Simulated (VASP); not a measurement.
## Be3Si: single point with RPBE

The system is Be3Si.

```xyz
4
Lattice="-1.7056 1.7056 3.4231 1.7056 -1.7056 3.4231 1.7056 1.7056 -3.4231" Properties=species:S:1:pos:R:3 pbc="T T T"
Be    0.0000    1.7056    1.7116
Be    1.7056    0.0000    1.7116
Be    0.0000    0.0000    3.4231
Si    0.0000    0.0000    0.0000
```

* Program: VASP 6.6.1
* Task: single point
* Functional: RPBE
* Potentials or basis: VASP PAW PBE potentials, release 64 (Be, Si)
* Cutoff: 500 eV
* k mesh: 4 × 1 × 1, shifted
* Occupations: methfessel-paxton, width 0.36 eV
* Spin: no spin polarisation
* Dipole correction: no
* Mended: yes
* Further INCAR settings: ALGO = Normal; EDIFF = 1e-06; NBANDS = 13; ISYM = -1

The pressure is 0.3 GPa, the largest force is 0.954 eV/Å and the band gap on the k mesh is zero (bands 5 and 6 overlap by 0.14 eV).

Forces on the atoms (eV/Å):
```
Be  -0.229 -0.878 -0.294
Be   0.229  0.878  0.294
Be   0.000  0.000  0.000
Si   0.000  0.000  0.000
```

Stress tensor (GPa, compression positive):
```
 20.63   6.96   9.22
  6.96  -4.27  13.48
  9.22  13.48 -15.44
```

Levels at points of the mesh, in eV from the Fermi level:
```csv
k point,band 1,band 2,band 3,band 4,band 5,band 6,band 7,band 8,band 9,band 10
"(0.06, 0.25, 0.25)",-8.66,-6.82,-4.39,-4.22,-1.58,0.01,1.25,3.93,7.25,9.96
```

It took 2.7 s on 1 thread of Intel(R) Xeon(R) Platinum 8488C (Sapphire Rapids), with other jobs on the host, peak memory 0.16 GiB.

Caveat: so wide a smearing shifts energies and pressures; the PAW data sets were made with another functional, which shifts forces and pressure a little.
